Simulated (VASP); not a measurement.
Al3GaN4: single point with r2SCAN

Al3GaN4:

```
Al Ga N
1.0
     4.40124    0.00000    0.00000
     0.00000    4.40124    0.00000
     0.00000    0.00000    4.40124
Al Ga N
3 1 4
Direct
  0.50000 0.53213 0.00000
  0.50000 0.00000 0.53213
  0.00000 0.46787 0.46787
  0.00000 0.00000 0.00000
  0.74446 0.75489 0.26597
  0.74446 0.26597 0.75489
  0.23468 0.73403 0.73403
  0.27640 0.24511 0.24511
```

This cell differs from its parent crystal: atoms displaced along a vibrational mode.

```yaml
Program: VASP 6.6.1
Task: single point
Functional: r2SCAN
Potentials_or_basis: VASP PAW PBE potentials, release 64 (Al, Ga_d, N)
Cutoff: 520 eV
k_mesh: 6 × 6 × 6
Occupations: gaussian, width 0.05 eV
Spin: no spin polarisation
```

```yaml
Pressure: -0.4 GPa
Largest_force: 2.365 eV/Å
Band_gap_on_the_k_mesh: 3.74 eV
```

Forces on the atoms (eV/Å):
```
Al  -0.078 -1.677  0.011
Al  -0.078  0.011 -1.677
Al  -0.283  1.660  1.660
Ga  -0.004 -0.017 -0.017
N    0.048 -0.392 -0.176
N    0.048 -0.176 -0.392
N    0.753  0.309  0.309
N   -0.406  0.281  0.281
```

Stress tensor (GPa, compression positive):
```
 0.33  0.00  0.00
 0.00 -0.73 -0.48
 0.00 -0.48 -0.73
```

Levels at points of the mesh, in eV from the valence-band top:
| k point | band 19 | band 20 | band 21 | band 22 | band 23 | band 24 |
| --- | --- | --- | --- | --- | --- | --- |
| (0.00, 0.00, 0.00) | -0.05 | -0.02 | 0.00 | 3.74 | 3.82 | 3.91 |
| (0.50, 0.00, 0.00) | -1.25 | -0.96 | -0.96 | 6.00 | 6.11 | 6.50 |
| (0.00, 0.50, 0.00) | -1.26 | -0.98 | -0.97 | 6.01 | 6.10 | 6.59 |
| (0.50, 0.50, 0.00) | -0.60 | -0.56 | -0.53 | 7.63 | 7.73 | 7.86 |
| (0.00, 0.50, 0.50) | -0.62 | -0.54 | -0.50 | 7.78 | 7.91 | 8.16 |
| (0.50, 0.50, 0.50) | -0.40 | -0.38 | -0.38 | 6.10 | 7.30 | 7.43 |

It took 7.8 min on 1 thread of AMD EPYC 9R45 96-Core Processor (Zen 5), with other jobs on the host, peak memory 0.29 GiB.

Caveat: the cell differs from its parent crystal (atoms displaced along a vibrational mode); the PAW data sets were made with another functional, which shifts forces and pressure a little. A k mesh can miss the band edges.
